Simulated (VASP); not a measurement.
# Li (Fm-3m) in VASP: a series of runs

Runs on Li. Level: PBEsol. Tasks: electric field gradients.

All numbers are computed with VASP 6.6.1; they aren't measurements. Logs are shortened: lines on timing, memory, paths and dates and some standing lists are left out, and cuts for length are marked.

### Step 1. The cell of the first run

It takes space group Fm-3m (No. 225, cubic). The conventional cell has a = 4.433 Å, b = 4.433 Å, c = 4.433 Å, α = 90.00°, β = 90.00°, γ = 90.00°. Within 4.1 Å of Li (site symmetry m-3m) lie 12 Li at 3.13 Å.

This isn't the form of Li at room conditions, which is bcc.

### Step 2. Electric field gradients, PBEsol (21.78 Å³/atom)

Input file INCAR:

```
SYSTEM = Li
PREC = Accurate ; ENCUT = 650
EDIFF = 1E-8 ; ISMEAR = -1
SIGMA = 0.08 ; LREAL = .False.
LASPH = .True. ; NELM = 120
ALGO = Normal ; ISIF = 2
LWAVE = .False. ; LCHARG = .False.
GGA = PS ; LEFG = .True.
NBANDS = 8 ; GGA_COMPAT = .False.
```

Input file KPOINTS:

```
Automatic mesh
0
Gamma
  13 13 13
  0 0 0
```

Input file POSCAR:

```
Li
1.0
    0.0000000000      2.2165832064      2.2165832064
    2.2165832064      0.0000000000      2.2165832064
    2.2165832064      2.2165832064      0.0000000000
Li
1
Direct
    0.0000000000      0.0000000000      0.0000000000
```

Potentials or basis: VASP PAW PBE potentials, release 64 (Li_sv).

The run is started by

```
$ cat potpaw_PBE.64/Li_sv/POTCAR > POTCAR
$ mpirun -np 1 vasp_std > vasp.out
```

OUTCAR:

```text
SYSTEM = Li
   PREC = Accurate
   ENCUT = 650
   EDIFF = 1E-8
   ISMEAR = -1
   LREAL = .False.
   LASPH = .True.
   NELM = 120
   ISIF = 2
   GGA = PS

 ion  position               nearest neighbor table
   1  0.000  0.000  0.000-

  LATTYP: Found a face centered cubic cell.
 ALAT       =     4.4331664128

  Lattice vectors:

 A1 = (   0.0000000000,   2.2165832064,   2.2165832064)
 A2 = (   2.2165832064,   0.0000000000,   2.2165832064)
 A3 = (   2.2165832064,   2.2165832064,   0.0000000000)

Analysis of symmetry for initial positions (statically):
=====================================================================
 Subroutine PRICEL returns:
 Original cell was already a primitive cell.

 Routine SETGRP: Setting up the symmetry group for a
 face centered cubic supercell.

 Subroutine GETGRP returns: Found 48 space group operations
 (whereof 48 operations were pure point group operations)
 out of a pool of 48 trial point group operations.

The static configuration has the point symmetry O_h .

Analysis of symmetry for dynamics (positions and initial velocities):
=====================================================================
 Subroutine PRICEL returns:
 Original cell was already a primitive cell.

 Routine SETGRP: Setting up the symmetry group for a
 face centered cubic supercell.

 Subroutine GETGRP returns: Found 48 space group operations
 (whereof 48 operations were pure point group operations)
 out of a pool of 48 trial point group operations.

The dynamic configuration has the point symmetry O_h .

 Subroutine INISYM returns: Found 48 space group operations
 (whereof 48 operations are pure point group operations),
 and found     1 'primitive' translations

----------------------------------------------------------------------------------------

                                     Primitive cell

  volume of cell :      21.7812

  direct lattice vectors                    reciprocal lattice vectors
     0.000000000  2.216583206  2.216583206    -0.225572403  0.225572403  0.225572403
     2.216583206  0.000000000  2.216583206     0.225572403 -0.225572403  0.225572403
     2.216583206  2.216583206  0.000000000     0.225572403  0.225572403 -0.225572403

  length of vectors
     3.134722033  3.134722033  3.134722033     0.390702863  0.390702863  0.390702863

  position of ions in fractional coordinates (direct lattice)
     0.000000000  0.000000000  0.000000000

  ion indices of the primitive-cell ions
   primitive index   ion index
                 1           1

----------------------------------------------------------------------------------------

 KPOINTS: Automatic mesh

Automatic generation of k-mesh.
 Grid dimensions read from file:
 generate k-points for:   13   13   13

 Generating k-lattice:

  Cartesian coordinates                     Fractional coordinates (reciprocal lattice)
    -0.017351723  0.017351723  0.017351723     0.076923077  0.000000000  0.000000000
     0.017351723 -0.017351723  0.017351723     0.000000000  0.076923077  0.000000000
     0.017351723  0.017351723 -0.017351723     0.000000000  0.000000000  0.076923077

  Length of vectors
     0.030054066  0.030054066  0.030054066

  Shift w.r.t. Gamma in fractional coordinates (k-lattice)
     0.000000000  0.000000000  0.000000000

 Subroutine IBZKPT returns following result:
 ===========================================

 Found     84 irreducible k-points:

 Following reciprocal coordinates:
            Coordinates               Weight
  0.000000  0.000000  0.000000      1.000000
  0.076923  0.000000  0.000000      8.000000
  0.153846  0.000000  0.000000      8.000000
  0.230769  0.000000  0.000000      8.000000
  0.307692  0.000000  0.000000      8.000000
  0.384615  0.000000  0.000000      8.000000
[... 16 lines left out ...]
  0.384615  0.153846  0.000000     24.000000
  0.461538  0.153846  0.000000     24.000000
 [... further k-points ...]
   k-points           NKPTS =     84   k-points in BZ     NKDIM =     84   number of bands    NBANDS=      8
   number of dos      NEDOS =    301   number of ions     NIONS =      1
   total plane-waves  NPLWV =  21952
   dimension x,y,z NGX =    28 NGY =   28 NGZ =   28
   dimension x,y,z NGXF=    56 NGYF=   56 NGZF=   56
   ions per type =               1
   NGX,Y,Z   is equivalent  to a cutoff of  14.85, 14.85, 14.85 a.u.
   NGXF,Y,Z  is equivalent  to a cutoff of  29.70, 29.70, 29.70 a.u.
 SYSTEM =  Li
   PREC   = accura    normal or accurate (medium, high low for compatibility)
   ISTART =      0    job   : 0-new  1-cont  2-samecut
   ICHARG =      2    charge: 1-file 2-atom 10-const
   ISPIN  =      1    spin polarized calculation?
   LNONCOLLINEAR =      F non collinear calculations
   LSORBIT =      F    spin-orbit coupling
   LASPH  =      T    aspherical Exc in radial PAW
   ENCUT  =  650.0 eV  47.77 Ry    6.91 a.u.   6.52  6.52  6.52*2*pi/ulx,y,z
   NELM   =    120;   NELMIN=  2; NELMDL= -5     # of ELM steps
   EDIFF  = 0.1E-07   stopping-criterion for ELM
   LREAL  =      F    real-space projection
   EDIFFG = 0.1E-06   stopping-criterion for IOM
   NSW    =      0    number of steps for IOM
   IBRION =     -1    ionic relax: 0-MD 1-quasi-New 2-CG
   NFREE  =      0    steps in history (QN), initial steepest desc. (CG)
   ISIF   =      2    stress and relaxation
   ISYM   =      2    0-nonsym 1-usesym 2-fastsym
   POTIM  = 0.5000    time-step for ionic-motion
   TEBEG  =    0.0;   TEEND  =   0.0 temperature during run
   PSTRESS=    0.0 pullay stress
   NELECT =       3.0000    total number of electrons
   NUPDOWN=      -1.0000    fix difference up-down
   EMIN   =  10.00;   EMAX   =-10.00  energy-range for DOS
   EFERMI =   0.00;   METHOD = LEGACY
   ISMEAR =    -1;   SIGMA  =   0.08  broadening in eV -4-tet -1-fermi 0-gaus
   EFERMI_NEDOS =   21; number of points for ismear=-14 and -15
   IALGO  =     38    algorithm
   IMIX   =      4    mixing-type and parameters
     AMIX     =   0.40;   BMIX     =  1.00
     AMIX_MAG =   1.60;   BMIX_MAG =  1.00
  volume/ion in A,a.u.               =      21.78       146.99
  Fermi-wavevector in a.u.,A,eV,Ry     =   0.845450  1.597669  9.725248  0.714786
  Thomas-Fermi vector in A             =   1.960640
   LORBIT       =      0    0 simple, 1 ext, 2 COOP (PROOUT), +10 PAW based schemes
   GGA     = PS    functional components
   LHFCALC =     F    Hartree Fock is set to
   AEXX    =    0.0000 exact exchange contribution
   IVDW    =     0    specifies the selected vdW correction
   LEPSILON=     F    determine dielectric tensor
   LRPA    =     F    only Hartree local field effects (RPA)
 non-spin polarized calculation
  energy-cutoff  :      650.00
  volume of cell :       21.78
 maximum number of plane-waves:       869
 NGX is ok and might be reduce to    28
   NGX = 13   NGY = 13   NGZ = 13

 number of electron       2.9999999 magnetization

 Free energy of the ion-electron system (eV)
  ---------------------------------------------------
  ext. energy  EPLUGINS =         0.00000000
  ---------------------------------------------------
  free energy    TOTEN  =        -1.96699164 eV

  energy without entropy =       -1.95444000  energy(sigma->0) =       -1.96071582

 E-fermi :   0.4528     XC(G=0):  -6.8449

 val. band max:        0.4198567815   @ k =  -0.2308   0.3077   0.0769
 cond. band min:       0.4856468742   @ k =  -0.3846   0.1538   0.0000
 fundamental gap:      0.0657900927
 Fermi energy:         0.4528159643

 k-point     1 :       0.0000    0.0000    0.0000
  band No.  band energies     occupation
      1     -45.5988      2.00000
      2      -3.0334      2.00000
      3      14.1020      0.00000
      4      14.1020      0.00000
      5      14.1020      0.00000
      6      17.8310      0.00000
      7      17.8310      0.00000
      8      17.8310      0.00000

 k-point     2 :       0.0769    0.0000    0.0000
  band No.  band energies     occupation
      1     -45.5979      2.00000
      2      -2.9295      2.00000
      3      13.0269      0.00000
      4      13.8790      0.00000
      5      13.8790      0.00000
      6      17.1137      0.00000
      7      18.2273      0.00000
      8      18.2273      0.00000

 k-point     3 :       0.1538    0.0000    0.0000
  band No.  band energies     occupation
      1     -45.5955      2.00000
      2      -2.6199      2.00000
      3      10.8434      0.00000
      4      13.4282      0.00000
      5      13.4282      0.00000
      6      17.1643      0.00000
      7      18.9235      0.00000
      8      18.9235      0.00000

 k-point     4 :       0.2308    0.0000    0.0000
  band No.  band energies     occupation
      1     -45.5923      2.00000
      2      -2.1061      2.00000
      3       8.5672      0.00000
      4      13.0064      0.00000
      5      13.0064      0.00000
      6      17.4818      0.00000
      7      18.5143      0.00000
      8      18.5143      0.00000

 k-point     5 :       0.3077    0.0000    0.0000
  band No.  band energies     occupation
      1     -45.5889      2.00000
      2      -1.3976      2.00000
      3       6.4671      0.00000
      4      12.7073      0.00000
      5      12.7073      0.00000
      6      17.4643      0.00000
      7      17.5285      0.00000
      8      17.5285      0.00000

 k-point     6 :       0.3846    0.0000    0.0000
  band No.  band energies     occupation
      1     -45.5861      2.00000
      2      -0.5329      1.99999
      3       4.6544      0.00000
      4      12.5392      0.00000
      5      12.5392      0.00000
      6      16.7415      0.00000
      7      16.7415      0.00000
      8      17.1235      0.00000

 k-point     7 :       0.4615    0.0000    0.0000
  band No.  band energies     occupation
      1     -45.5844      2.00000
      2       0.2861      1.77877
      3       3.3565      0.00000
      4      12.4722      0.00000
      5      12.4722      0.00000
      6      16.3167      0.00000
      7      16.3167      0.00000
      8      16.8918      0.00000
[... 133 lines left out ...]
 k-point    20 :       0.1538    0.1538    0.0000
  band No.  band energies     occupation
      1     -45.5945      2.00000
      2      -2.4800      2.00000
      3      11.8160      0.00000
      4      11.8160      0.00000
      5      13.9650      0.00000
      6      14.2498      0.00000
      7      16.6564      0.00000
      8      21.0531      0.00000

 k-point    21 :       0.2308    0.1538    0.0000
  band No.  band energies     occupation
      1     -45.5921      2.00000
      2      -2.0999      2.00000
      3      10.2023      0.00000
      4      11.2194      0.00000
      5      13.5657      0.00000
      6      14.2582      0.00000
      7      15.6393      0.00000
      8      21.7518      0.00000

 k-point    22 :       0.3077    0.1538    0.0000
  band No.  band energies     occupation
      1     -45.5891      2.00000
      2      -1.5147      2.00000
      3       8.0712      0.00000
      4      10.8426      0.00000
      5      12.6743      0.00000
      6      14.1273      0.00000
      7      16.4049      0.00000
      8      21.1295      0.00000

 k-point    23 :       0.3846    0.1538    0.0000
  band No.  band energies     occupation
      1     -45.5862      2.00000
      2      -0.7358      2.00000
      3       6.0709      0.00000
      4      10.7002      0.00000
      5      11.6742      0.00000
      6      14.0098      0.00000
      7      17.8622      0.00000
      8      20.1001      0.00000

 k-point    24 :       0.4615    0.1538    0.0000
  band No.  band energies     occupation
      1     -45.5839      2.00000
      2       0.1806      1.93561
      3       4.3642      0.00000
      4      10.7949      0.00000
      5      10.8351      0.00000
      6      14.0541      0.00000
      7      19.1968      0.00000
      8      19.4326      0.00000

 [... further k-points ...]
[... 5 lines left out ...]
  --------------------------------------------------------------------------------------
  -------------------------------------------------------------------------------------
  Total       -0.1437596     -0.1437596     -0.1437596     -0.0000000      0.0000000      0.0000000
  in kB      -10.5746310    -10.5746310    -10.5746310     -0.0000000      0.0000000      0.0000000
  external PRESSURE =     -10.5746310 kB  Pullay stress =       0.0000000 kB

 VOLUME and BASIS-vectors are now :
 -----------------------------------------------------------------------------
  energy-cutoff  :      650.00
  volume of cell :       21.78
      direct lattice vectors                 reciprocal lattice vectors
     0.000000000  2.216583206  2.216583206    -0.225572403  0.225572403  0.225572403
     2.216583206  0.000000000  2.216583206     0.225572403 -0.225572403  0.225572403
     2.216583206  2.216583206  0.000000000     0.225572403  0.225572403 -0.225572403

 POSITION                                       TOTAL-FORCE (eV/Angst)
 -----------------------------------------------------------------------------------
      0.00000      0.00000      0.00000        -0.000000      0.000000     -0.000000
 -----------------------------------------------------------------------------------
    total drift:                               -0.000000     -0.000000     -0.000000

  FREE ENERGIE OF THE ION-ELECTRON SYSTEM (eV)
  ---------------------------------------------------
  free  energy   TOTEN  =        -1.9669916364 eV

  energy  without entropy=       -1.9544399971  energy(sigma->0) =       -1.96071582

 Electric field gradients (V/A^2)
---------------------------------------------------------------------
 ion       V_xx      V_yy      V_zz      V_xy      V_xz      V_yz
---------------------------------------------------------------------
   1      -0.000     0.000    -0.000     0.002     0.002     0.002
---------------------------------------------------------------------

 Electric field gradients after diagonalization (V/A^2)
 (convention: |V_zz| > |V_xx| > |V_yy|)
----------------------------------------------------------------------
 ion       V_xx      V_yy      V_zz     asymmetry (V_yy - V_xx)/ V_zz
----------------------------------------------------------------------
   1      -0.002    -0.002     0.005       0.000
----------------------------------------------------------------------

           NMR quadrupolar parameters

 Cq : quadrupolar parameter    Cq=e*Q*V_zz/h
 eta: asymmetry parameters     (V_yy - V_xx)/ V_zz
 Q  : nuclear electric quadrupole moment in mb (millibarn)
----------------------------------------------------------------------
 ion       Cq(MHz)       eta       Q (mb)
----------------------------------------------------------------------
   1       0.000       0.000       1.000
----------------------------------------------------------------------
```

Wall time 8.2 s (1 thread of AMD EPYC 9R45 (Zen 5), shared host); peak memory 0.12 GiB.

What came out:

```yaml
Free_energy: -1.9670 eV
Pressure: -1.1 GPa
Band_gap_on_the_k_mesh: zero (an odd number of electrons rules out a gap without spin polarisation)
Largest_electric_field_gradient_by_atom: under 0.05 V/Å² on every atom
```

Caveat: the PAW data sets were made with another functional, which shifts forces and pressure a little.

[end of part 1 of 2]

The gap in the log of VASP goes by the Fermi energy; the results here count the filled bands.